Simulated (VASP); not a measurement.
A run of VASP 6.6.1 is set up as follows.

INCAR

```
PREC = Accurate
ENCUT = 520
EDIFF = 1E-6
ISMEAR = 0
SIGMA = 0.1
LREAL = False
LASPH = True
NELM = 100
ALGO = Normal
ISIF = 2
LWAVE = False
LCHARG = True
GGA = PE
LELF = True
LVHAR = True
NBANDS = 12
```

File KPOINTS:

```
regular mesh
0
Gamma
  6 6 6
```

Contents of POSCAR:

```
As
1.0
    4.6748009385      0.0000000000      0.0000000000
   -2.3374004692      4.0484963704      0.0000000000
    0.0000000000      0.0000000000      2.7223054817
As
2
Direct
    0.3333333333      0.6666666667      0.0000000000
    0.6666666667      0.3333333333      0.0000000000
```

Potentials or basis: VASP PAW PBE potentials, release 64 (As).

The run is started by

```sh
$ cat potpaw_PBE.64/As/POTCAR > POTCAR
$ mpirun -np 1 vasp_std > vasp.out
```

(1) Predict the band gap on the k mesh.

(2) What does it give for the pressure?

Results:

(1) zero (band 5 reaches 5.40 eV, above the bottom of band 6 at 1.90 eV).

(2) 0.1 GPa.

Caveat: the k points lie up to 0.38 Å⁻¹ apart.
